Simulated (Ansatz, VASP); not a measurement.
# Two plane-wave programs on BaTiO3

```
Ba Ti O
1.0
     3.89260    0.00000    0.00000
     0.00000    3.89260    0.00000
     0.00000    0.00000    4.25875
Ba Ti O
1 1 3
Direct
  0.50000 0.50000 0.59314
  0.00000 0.00000 0.11211
  0.00000 0.50000 0.05917
  0.50000 0.00000 0.05917
  0.00000 0.00000 0.53640
```

Change from the starting cell: epitaxial_xy strain -2.0%.

Alike in both runs: task single point; functional r2SCAN; k mesh 6 × 6 × 6; no spin polarisation.

```csv
,VASP,Ansatz
version,VASP 6.6.1,Ansatz 0.2.0
potentials or method,"VASP PAW PBE potentials, release 64 (Ba_sv, Ti_sv, O)","plane waves, PAW"
plane-wave cutoff (eV),520,500
occupations,"gaussian, width 0.01 eV",fixed
valence electrons in the cell,40,40
```

|  | VASP | Ansatz | Ansatz less VASP |
| --- | --- | --- | --- |
| gap on the k mesh at the Fermi level (eV) | 2.28 | 2.29 | +0.011 |
| pressure (GPa) | 5.8 | 3.8 | -2.01 |
| traceless stress, the component that is largest in VASP (GPa) | -3.76 | -3.75 | +0.015 |
| rms of the force components (eV/Å) | 0.063 | 0.000 | -0.0629 |

VASP's potentials were made for PBE, not for r2SCAN. Atom by atom the forces differ by 0.063 eV/Å (rms over components).

Spin-orbit coupling is off throughout.
